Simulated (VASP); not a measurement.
Ge, 2 atoms in the cell. The structure is cubic, space group Fd-3m (No. 227). The conventional cell has a = 5.802 Å, b = 5.802 Å, c = 5.802 Å, α = 90.00°, β = 90.00°, γ = 90.00°. Ge (site symmetry -43m) has 4 Ge at 2.51 Å within 3.3 Å. 

| Item | Value |
| --- | --- |
| Program | VASP 6.6.1 |
| Task | single point |
| Functional | PBE |
| Potentials or basis | VASP PAW PBE potentials, release 64 (Ge_d) |
| Cutoff | 520 eV |
| k mesh | 14 × 14 × 14 |
| Occupations | fermi-dirac, width 0.15 eV |
| Spin | no spin polarisation |
| Dipole correction | no |
| Further INCAR settings | ALGO = Normal; EDIFF = 1e-06; NBANDS = 21 |

Potentials or basis: VASP PAW PBE potentials, release 64 (Ge_d).

Command:

```sh
$ cat potpaw_PBE.64/Ge_d/POTCAR > POTCAR
$ mpirun -np 1 vasp_std > vasp.out
```

Hardware: 1 thread of AMD EPYC 7R43 64-Core Processor (Zen 3) (shared host).

Task: Estimate the wall time of this run.

Result: Wall time 2.6 min on 1 thread of AMD EPYC 7R43 64-Core Processor (Zen 3), with other jobs on the host, peak memory 0.18 GiB. Counts: scf iterations 12, k points 104.
